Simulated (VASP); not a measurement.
**La3Hf: single point with PBE**

The system is La3Hf.

```
La Hf
1.0
     5.04513    0.00000    0.00000
     0.00000    5.04513    0.00000
     0.00000    0.00000    5.04513
La Hf
3 1
Direct
  0.00000 0.50000 0.50000
  0.50000 0.00000 0.50000
  0.50000 0.50000 0.00000
  0.00000 0.00000 0.00000
```

```yaml
Program: VASP 6.6.1
Task: single point
Functional: PBE
Potentials_or_basis: VASP PAW PBE potentials, release 64 (La, Hf_pv)
Cutoff: 520 eV
k_mesh: 4 × 4 × 4
Occupations: methfessel-paxton, width 0.05 eV
Spin: no spin polarisation
```

* Pressure: -0.1 GPa
* Band gap on the k mesh: zero (an odd number of electrons rules out a gap without spin polarisation)

Levels at points of the mesh, in eV from the Fermi level:
```
           k point  band 19  band 20  band 21  band 22  band 23  band 24  band 25  band 26
(0.00, 0.00, 0.00)    -2.06    -1.61    -1.61    -1.61     1.40     1.40     1.40     1.69
(0.50, 0.00, 0.00)    -0.79    -0.69    -0.50     0.07     0.07     0.40     0.40     0.57
(0.50, 0.50, 0.00)    -0.55    -0.34     0.08     0.16     0.16     0.27     0.27     0.38
(0.50, 0.50, 0.50)    -1.71     0.91     0.91     1.11     1.11     1.11     1.47     1.48
```

It took 2.4 min on 1 thread of AMD EPYC 7R13, on a shared host, peak memory 0.23 GiB.

Caveat: spin-orbit coupling is left out, which moves the levels of the heavy elements.
